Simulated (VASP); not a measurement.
**BeTe: single point with PBE**

Crystal: BeTe.

```xyz
4
Lattice="-1.7855 1.7855 9.4268 1.7855 -1.7855 9.4268 1.7855 1.7855 -9.4268" Properties=species:S:1:pos:R:3 pbc="T T T"
Be    0.0000    0.0000    0.0000
Be    0.0000    1.7855    4.7134
Te    0.0000    0.0000    9.4268
Te    1.7855    0.0000    4.7134
```

The cell was generated, and may not be a known phase.

| Quantity | Value |
| --- | --- |
| Program | VASP 6.6.1 |
| Task | single point |
| Functional | PBE |
| Potentials or basis | VASP PAW PBE potentials, release 64 (Be, Te) |
| Cutoff | 520 eV |
| k mesh | 18 × 18 × 18 |
| Occupations | gaussian, width 0.1 eV |
| Spin | no spin polarisation |

| Property | Result |
| --- | --- |
| Pressure | 0.1 GPa |
| Band gap on the k mesh | zero (bands 8 and 9 overlap by 1.44 eV) |

Stress tensor (GPa, compression positive):
```
0.11 0.00 0.00
0.00 0.11 0.00
0.00 0.00 0.02
```

Levels at points of the mesh, in eV from the Fermi level:
| k point | band 5 | band 6 | band 7 | band 8 | band 9 | band 10 | band 11 | band 12 |
| --- | --- | --- | --- | --- | --- | --- | --- | --- |
| (0.00, 0.00, 0.00) | -1.24 | -1.24 | -1.24 | -1.24 | 2.16 | 2.50 | 3.69 | 5.13 |
| (0.50, 0.00, 0.00) | -1.42 | -0.97 | 0.96 | 0.99 | 1.29 | 1.92 | 3.21 | 3.24 |
| (0.50, 0.50, 0.00) | -4.85 | -4.85 | -0.98 | -0.98 | -0.07 | -0.07 | 3.18 | 3.18 |
| (0.50, 0.50, 0.50) | -1.27 | -1.27 | -1.21 | -1.21 | 2.42 | 2.42 | 5.04 | 5.04 |

Run time: 65 min on 1 thread of Intel(R) Xeon(R) 6975P-C (Granite Rapids) (shared host), peak memory 1.5 GiB.

Caveat: spin-orbit coupling is left out, which moves the levels of the heavy elements.
